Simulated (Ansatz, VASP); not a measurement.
One calculation of PbO, two programs

```
CELL_PARAMETERS angstrom
5.87600 0.00000 0.00000
0.00000 5.47600 0.00000
0.00000 0.00000 4.74300
ATOMIC_POSITIONS crystal
Pb 0.23100 0.01400 0.25000
Pb 0.76900 0.98600 0.75000
Pb 0.23100 0.48600 0.75000
Pb 0.76900 0.51400 0.25000
O 0.86800 0.08200 0.25000
O 0.13200 0.91800 0.75000
O 0.86800 0.41800 0.75000
O 0.13200 0.58200 0.25000
```

Alike in both runs: task relaxation of cell and atoms; functional LDA; k mesh 4 × 4 × 4; occupations gaussian, width 0.1 eV; no spin polarisation.

```csv
,VASP,Ansatz
version,VASP 6.6.1,Ansatz 0.2.0
potentials or method,"VASP PAW LDA potentials, release 64 (Pb_d, O), cutoff 600 eV","scalar-relativistic, plane waves, PAW"
valence electrons in the cell,80,80
```

Ansatz gave:

```
gap on the k mesh at the Fermi level, each at its own relaxed structure (eV) : 2.31
relaxed volume (Å³/atom)                                                     : 18.29
relaxed cell length with the largest relative difference (Å)                 : 5.415
```

Task: What did VASP give for the same quantities?

Result: gap on the k mesh at the Fermi level, each at its own relaxed structure (eV): 2.32; relaxed volume (Å³/atom): 18.22; relaxed cell length with the largest relative difference (Å): 5.357.

LDA's correlation is that of Perdew and Zunger in VASP and of Perdew and Wang (1992) in Ansatz.

Spin-orbit coupling is off throughout.
